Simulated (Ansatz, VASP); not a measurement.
Hg: VASP beside Ansatz

```
Hg
1.0
     3.23290    0.00000    0.00000
    -1.61645    2.79977    0.00000
     0.00000    0.00000    4.87340
Hg
2
Direct
  0.66667 0.33333 0.75000
  0.33333 0.66667 0.25000
```

Alike in both runs: task single point; functional PBEsol; dispersion D3(BJ); k mesh 18 × 18 × 10; occupations gaussian, width 0.15 eV; no spin polarisation.

```csv
,VASP,Ansatz
version,VASP 6.6.1,Ansatz 0.2.0
potentials or method,"VASP PAW PBE potentials, release 64 (Hg), cutoff 520 eV","scalar-relativistic, plane waves, PAW"
valence electrons in the cell,24,40
```

```tsv
	VASP	Ansatz	Ansatz less VASP
gap on the k mesh at the Fermi level (eV)	none	none	-
pressure (GPa)	0.2	-0.3	-0.53
traceless stress, the component that is largest in VASP (GPa)	0.05	-0.05	-0.103
```

VASP's potentials were made for PBE, not for PBEsol. A gap of «none» marks a metal or a gap that the smearing closes. VASP's potentials hold 24 valence electrons a cell and Ansatz's 40, so a difference there can come from the potentials and not from the codes.

Neither program's run includes spin-orbit coupling.
